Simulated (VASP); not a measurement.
# BN (R3m) in VASP: a series of runs

Runs on BN. Level: PBE+D3(BJ). Tasks: single point, relaxation of cell and atoms, relaxation of shape and atoms at fixed volume.

Everything below comes from runs of VASP 6.6.1. Logs are shortened: lines on timing, memory, paths and dates and some standing lists are left out, and cuts for length are marked.

## (1) The cell of the first run

The structure is trigonal, space group R3m (No. 160). The conventional cell has a = 2.506 Å, b = 2.506 Å, c = 9.895 Å, α = 90.00°, β = 90.00°, γ = 120.00°. Within 1.9 Å of B (site symmetry 3m) lie 3 N at 1.45 Å. N (site symmetry 3m) has 3 B at 1.45 Å within 1.9 Å.

## (2) Single point, PBE+D3(BJ)

Input file INCAR:

```
SYSTEM = BN
  PREC = Accurate
  ENCUT = 600
  EDIFF = 1E-6
  ISMEAR = 0
  SIGMA = 0.02
  LREAL = .FALSE.
  LASPH = .TRUE.
  NELM = 120
  ALGO = Normal
  ISIF = 2
  LWAVE = .FALSE.
  LCHARG = .TRUE.
  GGA = PE
  IVDW = 12
  LELF = .TRUE.
  LVHAR = .TRUE.
  NBANDS = 11
  GGA_COMPAT = .FALSE.
```

Input file KPOINTS:

```
regular mesh
0
G
  12 12 12
  0 0 0
```

Input file POSCAR:

```
BN
1.0
    1.2530589412      0.7234539170      3.2984862747
   -1.2530589412      0.7234539170      3.2984862747
    0.0000000000     -1.4469078340      3.2984862747
B N
1 1
Direct
    0.9996960432      0.9996960432      0.9996960432
    0.3327369568      0.3327369568      0.3327369568
```

Potentials or basis: VASP PAW PBE potentials, release 64 (B, N).

The run is started by

```bash
$ cat potpaw_PBE.64/B/POTCAR potpaw_PBE.64/N/POTCAR > POTCAR
$ mpirun -np 1 vasp_std > vasp.out
```

OUTCAR:

```text
SYSTEM = BN
   PREC = Accurate
   ENCUT = 600
   EDIFF = 1E-6
   ISMEAR = 0
   LREAL = .FALSE.
   LASPH = .TRUE.
   NELM = 120
   ISIF = 2
   GGA = PE
   IVDW = 12
 IVDW          = 12

 ion  position               nearest neighbor table
   1  1.000  1.000  1.000-   2 1.45   2 1.45   2 1.45
   2  0.333  0.333  0.333-   1 1.45   1 1.45   1 1.45

  LATTYP: Found a trigonal (rhomboedric) cell.
 ALAT       =     3.6018820059
 COS(alpha) =     0.7579450146

  Lattice vectors:

 A1 = (   1.2530589412,   0.7234539170,   3.2984862747)
 A2 = (  -1.2530589412,   0.7234539170,   3.2984862747)
 A3 = (   0.0000000000,  -1.4469078340,   3.2984862747)

Analysis of symmetry for initial positions (statically):
=====================================================================
 Subroutine PRICEL returns:
 Original cell was already a primitive cell.

 Routine SETGRP: Setting up the symmetry group for a
 trigonal (rhombohedral) supercell.

 Subroutine GETGRP returns: Found  6 space group operations
 (whereof  6 operations were pure point group operations)
 out of a pool of 12 trial point group operations.

The static configuration has the point symmetry C_3v.

Analysis of symmetry for dynamics (positions and initial velocities):
=====================================================================
 Subroutine PRICEL returns:
 Original cell was already a primitive cell.

 Routine SETGRP: Setting up the symmetry group for a
 trigonal (rhombohedral) supercell.

 Subroutine GETGRP returns: Found  6 space group operations
 (whereof  6 operations were pure point group operations)
 out of a pool of 12 trial point group operations.

The dynamic configuration has the point symmetry C_3v.

 Subroutine INISYM returns: Found  6 space group operations
 (whereof  6 operations are pure point group operations),
 and found     1 'primitive' translations

----------------------------------------------------------------------------------------

                                     Primitive cell

  volume of cell :      17.9411

  direct lattice vectors                    reciprocal lattice vectors
     1.253058941  0.723453917  3.298486275     0.399023528  0.230376342  0.101056456
    -1.253058941  0.723453917  3.298486275    -0.399023528  0.230376342  0.101056456
     0.000000000 -1.446907834  3.298486275     0.000000000 -0.460752683  0.101056456

  length of vectors
     3.601882006  3.601882006  3.601882006     0.471704825  0.471704825  0.471704825

  position of ions in fractional coordinates (direct lattice)
     0.999696043  0.999696043  0.999696043
     0.332736957  0.332736957  0.332736957

  ion indices of the primitive-cell ions
   primitive index   ion index
                 1           1
                 2           2

----------------------------------------------------------------------------------------

 KPOINTS: regular mesh

Automatic generation of k-mesh.
 Grid dimensions read from file:
 generate k-points for:   12   12   12

 Generating k-lattice:

  Cartesian coordinates                     Fractional coordinates (reciprocal lattice)
     0.033251961  0.019198028  0.008421371     0.083333333  0.000000000  0.000000000
    -0.033251961  0.019198028  0.008421371     0.000000000  0.083333333  0.000000000
     0.000000000 -0.038396057  0.008421371     0.000000000  0.000000000  0.083333333

  Length of vectors
     0.039308735  0.039308735  0.039308735

  Shift w.r.t. Gamma in fractional coordinates (k-lattice)
     0.000000000  0.000000000  0.000000000

 Subroutine IBZKPT returns following result:
 ===========================================

 Found    189 irreducible k-points:

 Following reciprocal coordinates:
            Coordinates               Weight
  0.000000  0.000000  0.000000      1.000000
  0.083333 -0.000000  0.000000      6.000000
  0.166667 -0.000000  0.000000      6.000000
  0.250000  0.000000  0.000000      6.000000
  0.333333 -0.000000  0.000000      6.000000
  0.416667  0.000000  0.000000      6.000000
[... 16 lines left out ...]
  0.500000  0.166667  0.000000     12.000000
 -0.416667  0.166667  0.000000     12.000000
 [... further k-points ...]
   k-points           NKPTS =    189   k-points in BZ     NKDIM =    189   number of bands    NBANDS=     11
   number of dos      NEDOS =    301   number of ions     NIONS =      2
   total plane-waves  NPLWV =  27000
   dimension x,y,z NGX =    30 NGY =   30 NGZ =   30
   dimension x,y,z NGXF=    60 NGYF=   60 NGZF=   60
   ions per type =               1   1
   NGX,Y,Z   is equivalent  to a cutoff of  13.85, 13.85, 13.85 a.u.
   NGXF,Y,Z  is equivalent  to a cutoff of  27.69, 27.69, 27.69 a.u.
 SYSTEM =  BN
   PREC   = accura    normal or accurate (medium, high low for compatibility)
   ISTART =      0    job   : 0-new  1-cont  2-samecut
   ICHARG =      2    charge: 1-file 2-atom 10-const
   ISPIN  =      1    spin polarized calculation?
   LNONCOLLINEAR =      F non collinear calculations
   LSORBIT =      F    spin-orbit coupling
   LASPH  =      T    aspherical Exc in radial PAW
   ENCUT  =  600.0 eV  44.10 Ry    6.64 a.u.   7.19  7.19  7.19*2*pi/ulx,y,z
   NELM   =    120;   NELMIN=  2; NELMDL= -5     # of ELM steps
   EDIFF  = 0.1E-05   stopping-criterion for ELM
   LREAL  =      F    real-space projection
   EDIFFG = 0.1E-04   stopping-criterion for IOM
   NSW    =      0    number of steps for IOM
   IBRION =     -1    ionic relax: 0-MD 1-quasi-New 2-CG
   NFREE  =      0    steps in history (QN), initial steepest desc. (CG)
   ISIF   =      2    stress and relaxation
   ISYM   =      2    0-nonsym 1-usesym 2-fastsym
   POTIM  = 0.5000    time-step for ionic-motion
   TEBEG  =    0.0;   TEEND  =   0.0 temperature during run
   PSTRESS=    0.0 pullay stress
   NELECT =       8.0000    total number of electrons
   NUPDOWN=      -1.0000    fix difference up-down
   EMIN   =  10.00;   EMAX   =-10.00  energy-range for DOS
   EFERMI =   0.00;   METHOD = LEGACY
   ISMEAR =     0;   SIGMA  =   0.02  broadening in eV -4-tet -1-fermi 0-gaus
   EFERMI_NEDOS =   21; number of points for ismear=-14 and -15
   IALGO  =     38    algorithm
   IMIX   =      4    mixing-type and parameters
     AMIX     =   0.40;   BMIX     =  1.00
     AMIX_MAG =   1.60;   BMIX_MAG =  1.00
  volume/ion in A,a.u.               =       8.97        60.54
  Fermi-wavevector in a.u.,A,eV,Ry     =   1.250706  2.363492 21.283140  1.564267
  Thomas-Fermi vector in A             =   2.384688
   LORBIT       =      0    0 simple, 1 ext, 2 COOP (PROOUT), +10 PAW based schemes
   GGA     = PE    functional components
   LHFCALC =     F    Hartree Fock is set to
   AEXX    =    0.0000 exact exchange contribution
   IVDW    =    12    specifies the selected vdW correction
   LEPSILON=     F    determine dielectric tensor
   LRPA    =     F    only Hartree local field effects (RPA)
 non-spin polarized calculation
 Gauss-broadening in eV      SIGMA  =   0.02
  energy-cutoff  :      600.00
  volume of cell :       17.94
 maximum number of plane-waves:       613
 NGX is ok and might be reduce to    30
   NGX = 15   NGY = 15   NGZ = 15

 number of electron       8.0000000 magnetization

 Free energy of the ion-electron system (eV)
  ---------------------------------------------------
  ext. energy  EPLUGINS =         0.00000000
  ---------------------------------------------------
  free energy    TOTEN  =       -17.57865502 eV

  energy without entropy =      -17.57865502  energy(sigma->0) =      -17.57865502

 E-fermi :   2.4178     XC(G=0): -10.1176

 val. band max:        2.2847786120   @ k =  -0.3333   0.3333   0.0000
 cond. band min:       6.5176379140   @ k =   0.5000   0.5000   0.0000
 fundamental gap:      4.2328593019
 Fermi energy:         2.4177700064

 k-point     1 :       0.0000    0.0000    0.0000
  band No.  band energies     occupation
      1     -15.4803      2.00000
      2      -1.7347      2.00000
      3       1.0050      2.00000
      4       1.0050      2.00000
      5       7.5951      0.00000
      6      13.9422      0.00000
      7      13.9422      0.00000
      8      15.4221      0.00000
      9      17.0735      0.00000
     10      28.1847      0.00000
     11      30.7382      0.00000

 k-point     2 :       0.0833   -0.0000    0.0000
  band No.  band energies     occupation
      1     -15.3424      2.00000
      2      -1.5904      2.00000
      3       0.4372      2.00000
      4       0.7494      2.00000
      5       7.8809      0.00000
      6      13.8739      0.00000
      7      14.5318      0.00000
      8      14.9485      0.00000
      9      17.5015      0.00000
     10      28.3067      0.00000
     11      28.7406      0.00000

 k-point     3 :       0.1667   -0.0000    0.0000
  band No.  band energies     occupation
      1     -14.9361      2.00000
      2      -1.1834      2.00000
      3      -0.9641      2.00000
      4       0.1273      2.00000
      5       8.6254      0.00000
      6      13.6058      0.00000
      7      13.8290      0.00000
      8      16.1356      0.00000
      9      18.5379      0.00000
     10      25.5777      0.00000
     11      27.6436      0.00000
[... 267 lines left out ...]
 k-point    23 :       0.5000    0.1667    0.0000
  band No.  band energies     occupation
      1     -12.3590      2.00000
      2      -5.7895      2.00000
      3      -2.9326      2.00000
      4       1.3918      2.00000
      5       8.0772      0.00000
      6      13.8136      0.00000
      7      15.6768      0.00000
      8      17.5418      0.00000
      9      19.8162      0.00000
     10      22.6670      0.00000
     11      25.8203      0.00000

 k-point    24 :      -0.4167    0.1667    0.0000
  band No.  band energies     occupation
      1     -12.0335      2.00000
      2      -6.2935      2.00000
      3      -3.1031      2.00000
      4       1.9995      2.00000
      5       7.4830      0.00000
      6      13.8084      0.00000
      7      15.9252      0.00000
      8      16.7703      0.00000
      9      20.2372      0.00000
     10      23.2698      0.00000
     11      25.6154      0.00000

 [... further k-points ...]

------------------------ aborting loop because EDIFF is reached ----------------------------------------

 Edisp (eV)   -0.28420

 E8    (eV) :    -0.0833

  FORCE on cell =-STRESS in cart. coord.  units (eV):
  Direction    XX          YY          ZZ          XY          YZ          ZX
  --------------------------------------------------------------------------------------
  -------------------------------------------------------------------------------------
  Total      -0.00147    -0.00147    -0.03152     0.00000     0.00000     0.00000
  in kB      -0.13085    -0.13085    -2.81448     0.00000     0.00000     0.00000
  external pressure =       -1.03 kB  Pullay stress =        0.00 kB

 VOLUME and BASIS-vectors are now :
 -----------------------------------------------------------------------------
  energy-cutoff  :      600.00
  volume of cell :       17.94
      direct lattice vectors                 reciprocal lattice vectors
     1.253058941  0.723453917  3.298486275     0.399023528  0.230376342  0.101056456
    -1.253058941  0.723453917  3.298486275    -0.399023528  0.230376342  0.101056456
     0.000000000 -1.446907834  3.298486275     0.000000000 -0.460752683  0.101056456

 POSITION                                       TOTAL-FORCE (eV/Angst)
 -----------------------------------------------------------------------------------
      0.00000      0.00000      9.89245         0.000000     -0.000000     -0.000019
      0.00000      0.00000      3.29258         0.000000      0.000000      0.000019
 -----------------------------------------------------------------------------------
    total drift:                                0.000000      0.000000      0.000036

  FREE ENERGIE OF THE ION-ELECTRON SYSTEM (eV)
  ---------------------------------------------------
  free  energy   TOTEN  =       -17.8628569910 eV

  energy  without entropy=      -17.8628569910  energy(sigma->0) =      -17.86285699
```

Wall time 41 s (1 thread of AMD EPYC 9R14 (Zen 4), shared host); peak memory 0.17 GiB.

What came out:

```yaml
Free_energy: -17.8629 eV
Pressure: -0.1 GPa
Band_gap_on_the_k_mesh: 4.23 eV, indirect (least direct gap 4.69 eV)
Dispersion_energy_per_atom: -0.142 eV
```

Stress tensor (GPa, compression positive):
```
-0.01  0.00  0.00
 0.00 -0.01  0.00
 0.00  0.00 -0.28
```

Levels at points of the mesh, in eV from the valence-band top:
| k point | band 1 | band 2 | band 3 | band 4 | band 5 | band 6 | band 7 | band 8 | band 9 |
| --- | --- | --- | --- | --- | --- | --- | --- | --- | --- |
| (0.00, 0.00, 0.00) | -17.77 | -4.02 | -1.28 | -1.28 | 5.31 | 11.66 | 11.66 | 13.14 | 14.79 |
| (0.50, 0.00, 0.00) | -14.57 | -8.91 | -4.05 | -0.55 | 5.32 | 9.93 | 13.18 | 15.24 | 20.15 |
| (0.50, 0.50, 0.00) | -14.49 | -8.77 | -4.12 | -1.20 | 4.23 | 9.86 | 14.41 | 17.88 | 20.60 |
| (0.50, 0.50, 0.50) | -17.46 | -6.20 | -1.30 | -1.30 | 10.35 | 11.57 | 11.57 | 12.31 | 16.67 |

A k mesh can miss the band edges.

[end of part 1 of 2]
